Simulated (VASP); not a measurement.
**Ga: single point with PBE**

Ga:

```
CELL_PARAMETERS angstrom
2.65456 0.00000 0.00000
-1.32728 2.29891 0.00000
0.00000 0.00000 8.54566
ATOMIC_POSITIONS crystal
Ga 0.00000 0.00000 0.00000
Ga 0.33333 0.66667 0.25000
Ga 0.00000 0.00000 0.50000
Ga 0.66667 0.33333 0.75000
```

```json
{
 "Program": "VASP 6.6.1",
 "Task": "single point",
 "Functional": "PBE",
 "Potentials or basis": "VASP PAW PBE potentials, release 64 (Ga_d)",
 "Cutoff": "500 eV",
 "k mesh": "6 × 6 × 2",
 "Occupations": "gaussian, width 0.1 eV",
 "Spin": "no spin polarisation"
}
```

The pressure is 46.3 GPa. The band gap on the k mesh is zero (band 26 reaches 15.41 eV, above the bottom of band 27 at 7.82 eV).

Stress tensor (GPa, compression positive):
```
40.96  0.00  0.00
 0.00 40.96  0.00
 0.00  0.00 56.95
```

Levels at points of the mesh, in eV from the Fermi level:
```tsv
k point	band 24	band 25	band 26	band 27	band 28	band 29
(0.00, 0.00, 0.00)	-6.21	-5.24	4.90	4.91	12.76	12.76
(0.50, 0.00, 0.00)	-5.33	-4.34	-4.06	1.14	1.26	1.74
(0.00, 0.00, 0.50)	-9.61	-0.85	-0.85	11.46	11.46	13.15
(0.50, 0.00, 0.50)	-6.36	-2.62	-2.62	-1.42	-1.42	5.43
```

Wall time 23 s on 1 thread of Intel(R) Xeon(R) Platinum 8259CL CPU @ 2.50GHz (Skylake/Cascade Lake) (shared host), peak memory 0.16 GiB.

Caveat: the k points lie up to 0.46 Å⁻¹ apart.
